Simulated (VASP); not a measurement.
# Ir in VASP: notebook

Runs on Ir. Level: PBE. Tasks: single point.

Program: VASP 6.6.1. These are calculated values, not measurements. Logs are shortened: lines on timing, memory, paths and dates and some standing lists are left out, and cuts for length are marked.

## 1. The cell of the first run

The cell holds a slab with vacuum, 8 atoms: a = 2.737 Å, b = 3.871 Å, c = 24.579 Å, α = 90.00°, β = 90.00°, γ = 90.00°.

## 2. Single point, PBE

Input file INCAR:

```
SYSTEM = Ir
  PREC = Accurate
  ENCUT = 520
  EDIFF = 1E-6
  ISMEAR = 0
  SIGMA = 0.1
  LREAL = .False.
  LASPH = .True.
  NELM = 80
  ALGO = Normal
  ISIF = 2
  LWAVE = .False.
  LCHARG = .False.
  LDIPOL = .True.
  IDIPOL = 3
  DIPOL = 0.5 0.5 0.500
  GGA = PE
  NBANDS = 46
```

Input file KPOINTS:

```
Automatic mesh
0
Gamma
  13 9 1
  0 0 0
```

Input file POSCAR:

```
Ir
1.0
    2.7369673413      0.0000000000      0.0000000000
    0.0000000000      3.8706563338      0.0000000000
    0.0000000000      0.0000000000     24.5793856945
Ir
8
Direct
    0.5000000000      0.5000000000      0.3109705623
    0.0000000000      0.0000000000      0.3584239091
    0.5000000000      0.5000000000      0.4177305119
    0.0000000000      0.0000000000      0.4732095785
    0.5000000000      0.5000000000      0.5267904114
    0.0000000000      0.0000000000      0.5822694566
    0.5000000000      0.5000000000      0.6415761439
    0.0000000000      0.0000000000      0.6890294262
```

Potentials or basis: VASP PAW PBE potentials, release 64 (Ir).

On the command line:

```console
> cat potpaw_PBE.64/Ir/POTCAR > POTCAR
> mpirun -np 1 vasp_std > vasp.out
```

OUTCAR:

```text
SYSTEM = Ir
   PREC = Accurate
   ENCUT = 520
   EDIFF = 1E-6
   ISMEAR = 0
   LREAL = .False.
   LASPH = .True.
   NELM = 80
   ISIF = 2
   GGA = PE

 ion  position               nearest neighbor table
   1  0.500  0.500  0.311-   3 2.62   2 2.64   2 2.64   2 2.64   2 2.64
   2  0.000  0.000  0.358-   1 2.64   1 2.64   1 2.64   1 2.64   3 2.78   3 2.78   3 2.78   3 2.78
                             4 2.82
   3  0.500  0.500  0.418-   1 2.62   5 2.68   4 2.73   4 2.73   4 2.73   4 2.73   2 2.78   2 2.78
                             2 2.78   2 2.78
   4  0.000  0.000  0.473-   6 2.68   5 2.71   5 2.71   5 2.71   5 2.71   3 2.73   3 2.73   3 2.73
                             3 2.73   2 2.82
   5  0.500  0.500  0.527-   3 2.68   4 2.71   4 2.71   4 2.71   4 2.71   6 2.73   6 2.73   6 2.73
                             6 2.73   7 2.82
   6  0.000  0.000  0.582-   8 2.62   4 2.68   5 2.73   5 2.73   5 2.73   5 2.73   7 2.78   7 2.78
                             7 2.78   7 2.78
   7  0.500  0.500  0.642-   8 2.64   8 2.64   8 2.64   8 2.64   6 2.78   6 2.78   6 2.78   6 2.78
                             5 2.82
   8  0.000  0.000  0.689-   6 2.62   7 2.64   7 2.64   7 2.64   7 2.64

  LATTYP: Found a simple orthorhombic cell.
 ALAT       =     2.7369673413
 B/A-ratio  =     1.4142135624
 C/A-ratio  =     8.9805184459

  Lattice vectors:

 A1 = (   2.7369673413,   0.0000000000,   0.0000000000)
 A2 = (   0.0000000000,   3.8706563338,   0.0000000000)
 A3 = (   0.0000000000,   0.0000000000,  24.5793856945)

Analysis of symmetry for initial positions (statically):
=====================================================================
 Subroutine PRICEL returns:
 Original cell was already a primitive cell.

 Routine SETGRP: Setting up the symmetry group for a
 simple orthorhombic supercell.

 Subroutine GETGRP returns: Found  8 space group operations
 (whereof  4 operations were pure point group operations)
 out of a pool of  8 trial point group operations.

The static configuration has the point symmetry C_2v.
 The point group associated with its full space group is D_2h.

Analysis of symmetry for dynamics (positions and initial velocities):
=====================================================================
 Subroutine PRICEL returns:
 Original cell was already a primitive cell.

 Routine SETGRP: Setting up the symmetry group for a
 simple orthorhombic supercell.

 Subroutine GETGRP returns: Found  8 space group operations
 (whereof  4 operations were pure point group operations)
 out of a pool of  8 trial point group operations.

The dynamic configuration has the point symmetry C_2v.
 The point group associated with its full space group is D_2h.

 Subroutine INISYM returns: Found  8 space group operations
 (whereof  4 operations are pure point group operations),
 and found     1 'primitive' translations

----------------------------------------------------------------------------------------

                                     Primitive cell

  volume of cell :     260.3906

  direct lattice vectors                    reciprocal lattice vectors
     2.736967341  0.000000000  0.000000000     0.365367896  0.000000000  0.000000000
     0.000000000  3.870656334  0.000000000     0.000000000  0.258354117  0.000000000
     0.000000000  0.000000000 24.579385695     0.000000000  0.000000000  0.040684499

  length of vectors
     2.736967341  3.870656334 24.579385695     0.365367896  0.258354117  0.040684499

  position of ions in fractional coordinates (direct lattice)
     0.500000000  0.500000000  0.310970562
     0.000000000  0.000000000  0.358423909
     0.500000000  0.500000000  0.417730512
     0.000000000  0.000000000  0.473209578
     0.500000000  0.500000000  0.526790411
     0.000000000  0.000000000  0.582269457
     0.500000000  0.500000000  0.641576144
     0.000000000  0.000000000  0.689029426

  ion indices of the primitive-cell ions
   primitive index   ion index
                 1           1
                 2           2
                 3           3
                 4           4
                 5           5
                 6           6
                 7           7
                 8           8

----------------------------------------------------------------------------------------

 KPOINTS: Automatic mesh

Automatic generation of k-mesh.
 Grid dimensions read from file:
 generate k-points for:   13    9    1

 Generating k-lattice:

  Cartesian coordinates                     Fractional coordinates (reciprocal lattice)
     0.028105223  0.000000000  0.000000000     0.076923077  0.000000000  0.000000000
     0.000000000  0.028706013  0.000000000     0.000000000  0.111111111  0.000000000
     0.000000000  0.000000000  0.040684499     0.000000000  0.000000000  1.000000000

  Length of vectors
     0.028105223  0.028706013  0.040684499

  Shift w.r.t. Gamma in fractional coordinates (k-lattice)
     0.000000000  0.000000000  0.000000000

 Subroutine IBZKPT returns following result:
 ===========================================

 Found     35 irreducible k-points:

 Following reciprocal coordinates:
            Coordinates               Weight
  0.000000  0.000000  0.000000      1.000000
  0.076923  0.000000  0.000000      2.000000
  0.153846  0.000000  0.000000      2.000000
  0.230769  0.000000  0.000000      2.000000
  0.307692  0.000000  0.000000      2.000000
  0.384615  0.000000  0.000000      2.000000
[... 16 lines left out ...]
  0.076923  0.333333  0.000000      4.000000
  0.153846  0.333333  0.000000      4.000000
 [... further k-points ...]
   k-points           NKPTS =     35   k-points in BZ     NKDIM =     35   number of bands    NBANDS=     46
   number of dos      NEDOS =    301   number of ions     NIONS =      8
   total plane-waves  NPLWV = 115200
   dimension x,y,z NGX =    20 NGY =   30 NGZ =  192
   dimension x,y,z NGXF=    40 NGYF=   60 NGZF=  384
   ions per type =               8
   NGX,Y,Z   is equivalent  to a cutoff of  12.15, 12.89, 12.99 a.u.
   NGXF,Y,Z  is equivalent  to a cutoff of  24.30, 25.77, 25.97 a.u.
 SYSTEM =  Ir
   PREC   = accura    normal or accurate (medium, high low for compatibility)
   ISTART =      0    job   : 0-new  1-cont  2-samecut
   ICHARG =      2    charge: 1-file 2-atom 10-const
   ISPIN  =      1    spin polarized calculation?
   LNONCOLLINEAR =      F non collinear calculations
   LSORBIT =      F    spin-orbit coupling
   LASPH  =      T    aspherical Exc in radial PAW
   ENCUT  =  520.0 eV  38.22 Ry    6.18 a.u.   5.09  7.20 45.70*2*pi/ulx,y,z
   NELM   =     80;   NELMIN=  2; NELMDL= -5     # of ELM steps
   EDIFF  = 0.1E-05   stopping-criterion for ELM
   LREAL  =      F    real-space projection
[... 7 lines left out ...]
   TEBEG  =    0.0;   TEEND  =   0.0 temperature during run
   PSTRESS=    0.0 pullay stress
   NELECT =      72.0000    total number of electrons
   NUPDOWN=      -1.0000    fix difference up-down
   EMIN   =  10.00;   EMAX   =-10.00  energy-range for DOS
   EFERMI =   0.00;   METHOD = LEGACY
   ISMEAR =     0;   SIGMA  =   0.10  broadening in eV -4-tet -1-fermi 0-gaus
   EFERMI_NEDOS =   21; number of points for ismear=-14 and -15
   IALGO  =     38    algorithm
   IMIX   =      4    mixing-type and parameters
     AMIX     =   0.40;   BMIX     =  1.00
     AMIX_MAG =   1.60;   BMIX_MAG =  1.00
  volume/ion in A,a.u.               =      32.55       219.65
  Fermi-wavevector in a.u.,A,eV,Ry     =   1.066540  2.015469 15.476737  1.137508
  Thomas-Fermi vector in A             =   2.202128
   LORBIT       =      0    0 simple, 1 ext, 2 COOP (PROOUT), +10 PAW based schemes
   GGA     = PE    functional components
   LHFCALC =     F    Hartree Fock is set to
   AEXX    =    0.0000 exact exchange contribution
   IVDW    =     0    specifies the selected vdW correction
   LEPSILON=     F    determine dielectric tensor
   LRPA    =     F    only Hartree local field effects (RPA)
 non-spin polarized calculation
 Gauss-broadening in eV      SIGMA  =   0.10
  energy-cutoff  :      520.00
  volume of cell :      260.39
 maximum number of plane-waves:      7058
   NGX = 11   NGY = 15   NGZ = 91

 dipolmoment           0.000000      0.000000     -0.000000 electrons x Angstroem

 number of electron      71.9999990 magnetization

 dipolmoment           0.000000      0.000000      0.000000 electrons x Angstroem

 Free energy of the ion-electron system (eV)
  ---------------------------------------------------
  ext. energy  EPLUGINS =         0.00000000
  ---------------------------------------------------
  free energy    TOTEN  =       -67.05059977 eV

  energy without entropy =      -66.98695685  energy(sigma->0) =      -67.01877831

 E-fermi :   1.7248     XC(G=0):  -6.9806

 val. band max:        1.7246875186   @ k =   0.1538   0.2222   0.0000
 cond. band min:       1.7332706168   @ k =   0.1538   0.3333   0.0000
 fundamental gap:      0.0085830983
 Fermi energy:         1.7248499491

 k-point     1 :       0.0000    0.0000    0.0000
  band No.  band energies     occupation
      1      -8.7705      2.00000
      2      -7.6625      2.00000
      3      -6.3433      2.00000
      4      -5.6784      2.00000
      5      -5.1019      2.00000
      6      -5.0952      2.00000
[... 38 lines left out ...]
     45       3.1829      0.00000
     46       4.6616      0.00000

 k-point     2 :       0.0769    0.0000    0.0000
  band No.  band energies     occupation
      1      -8.6017      2.00000
      2      -7.5033      2.00000
      3      -6.2046      2.00000
      4      -5.5341      2.00000
      5      -4.9974      2.00000
      6      -4.9331      2.00000
[... 1070 lines left out ...]
 k-point    24 :       0.1538    0.3333    0.0000
  band No.  band energies     occupation
      1      -6.8169      2.00000
      2      -5.9944      2.00000
      3      -5.5513      2.00000
      4      -5.1588      2.00000
      5      -4.7880      2.00000
      6      -4.5255      2.00000
[... 38 lines left out ...]
     45       3.5512      0.00000
     46       4.1894      0.00000

 [... further k-points ...]

------------------------ aborting loop because EDIFF is reached ----------------------------------------

 vacuum level on the upper side and lower side of the slab       (xc-potential included)        -0.175        -0.175

  FORCE on cell =-STRESS in cart. coord.  units (eV):
  Direction    XX          YY          ZZ          XY          YZ          ZX
  --------------------------------------------------------------------------------------
  -------------------------------------------------------------------------------------
  Total       -5.0188214     -0.5931065      0.2952060      0.0000000      0.0000000      0.0000000
  in kB      -30.8806954     -3.6493708      1.8163960      0.0000000      0.0000000      0.0000000
  external PRESSURE =     -10.9045567 kB  Pullay stress =       0.0000000 kB

 VOLUME and BASIS-vectors are now :
 -----------------------------------------------------------------------------
  energy-cutoff  :      520.00
  volume of cell :      260.39
      direct lattice vectors                 reciprocal lattice vectors
     2.736967341  0.000000000  0.000000000     0.365367896  0.000000000  0.000000000
     0.000000000  3.870656334  0.000000000     0.000000000  0.258354117  0.000000000
     0.000000000  0.000000000 24.579385695     0.000000000  0.000000000  0.040684499

 POSITION                                       TOTAL-FORCE (eV/Angst)
 -----------------------------------------------------------------------------------
      1.36848      1.93533      7.64347         0.000000      0.000000     -0.020825
      0.00000      0.00000      8.80984         0.000000      0.000000     -0.027355
      1.36848      1.93533     10.26756         0.000000      0.000000      0.003875
      0.00000      0.00000     11.63120         0.000000      0.000000      0.005931
      1.36848      1.93533     12.94818         0.000000      0.000000     -0.005931
      0.00000      0.00000     14.31183         0.000000      0.000000     -0.003875
      1.36848      1.93533     15.76955         0.000000      0.000000      0.027355
      0.00000      0.00000     16.93592         0.000000      0.000000      0.020825
 -----------------------------------------------------------------------------------
    total drift:                                0.000000      0.000000     -0.000093

  FREE ENERGIE OF THE ION-ELECTRON SYSTEM (eV)
  ---------------------------------------------------
  free  energy   TOTEN  =       -67.0505997727 eV

  energy  without entropy=      -66.9869568490  energy(sigma->0) =      -67.01877831

 vacuum level on the upper side and lower side of the slab         6.441         6.441
```

Wall time 13 min (1 thread of Intel Xeon Platinum 8175M at 2.50GHz (Skylake/Cascade Lake), shared host); peak memory 0.51 GiB.

What came out:

```
Free energy            : -67.0506 eV
Largest force          : 0.027 eV/Å
Band gap on the k mesh : zero (bands 36 and 37 overlap by 1.29 eV)
```

Forces in eV/Å, atoms in the order of the input:
```
Ir   0.000  0.000 -0.021
Ir   0.000  0.000 -0.027
Ir   0.000  0.000  0.004
Ir   0.000  0.000  0.006
Ir   0.000  0.000 -0.006
Ir   0.000  0.000 -0.004
Ir   0.000  0.000  0.027
Ir   0.000  0.000  0.021
```

Levels at points of the mesh, in eV from the Fermi level:
```tsv
k point	band 34	band 35	band 36	band 37	band 38	band 39	band 40	band 41
(0.00, 0.00, 0.00)	-1.10	-0.84	-0.83	-0.48	0.01	0.19	0.40	0.64
```

Caveat: spin-orbit coupling is left out, which moves the levels of the heavy elements.

## 3. Single point, PBE

Input file INCAR:

```
PREC = Accurate
ENCUT = 520
EDIFF = 1E-6
ISMEAR = 0
SIGMA = 0.1
LREAL = False
LASPH = True
NELM = 60
ALGO = Normal
ISIF = 2
LWAVE = False
LCHARG = False
LDIPOL = True
IDIPOL = 3
DIPOL = 0.5 0.5 0.500
GGA = PE
NBANDS = 46
```

Input file KPOINTS:

```
regular mesh
0
Gamma
  13 9 1
```

Input file POSCAR:

```
Ir
1.0
    2.7369673413      0.0000000000      0.0000000000
    0.0000000000      3.8706563338      0.0000000000
    0.0000000000      0.0000000000     24.5793856945
Ir
8
Direct
    0.5000000000      0.5000000000      0.3051337447
    0.0000000000      0.0000000000      0.3608098177
    0.5000000000      0.5000000000      0.4164858906
    0.0000000000      0.0000000000      0.4721619635
    0.5000000000      0.5000000000      0.5278380365
    0.0000000000      0.0000000000      0.5835141094
    0.5000000000      0.5000000000      0.6391901823
    0.0000000000      0.0000000000      0.6948662553
```

Potentials or basis: VASP PAW PBE potentials, release 64 (Ir).

On the command line:

```console
> cat potpaw_PBE.64/Ir/POTCAR > POTCAR
> mpirun -np 1 vasp_std > vasp.out
```

It took 13 min on 1 thread of Intel Xeon Platinum 8175M at 2.50GHz (Skylake/Cascade Lake), shared host; peak memory 0.51 GiB.

It converged, with:

| Quantity | Value |
| --- | --- |
| Free energy | -66.7739 eV |
| Largest force | 1.530 eV/Å |
| Band gap on the k mesh | zero (bands 36 and 37 overlap by 1.21 eV) |

Forces in eV/Å, atoms in the order of the input:
```
Ir   0.000  0.000  1.530
Ir   0.000  0.000 -0.954
Ir   0.000  0.000 -0.454
Ir   0.000  0.000  0.521
Ir   0.000  0.000 -0.521
Ir   0.000  0.000  0.454
Ir   0.000  0.000  0.954
Ir   0.000  0.000 -1.530
```

Levels at points of the mesh, in eV from the Fermi level:
```csv
k point,band 34,band 35,band 36,band 37,band 38,band 39,band 40,band 41
"(0.00, 0.00, 0.00)",-0.98,-0.68,-0.56,-0.39,0.08,0.19,0.47,0.61
```

Caveat: spin-orbit coupling is left out, which moves the levels of the heavy elements.
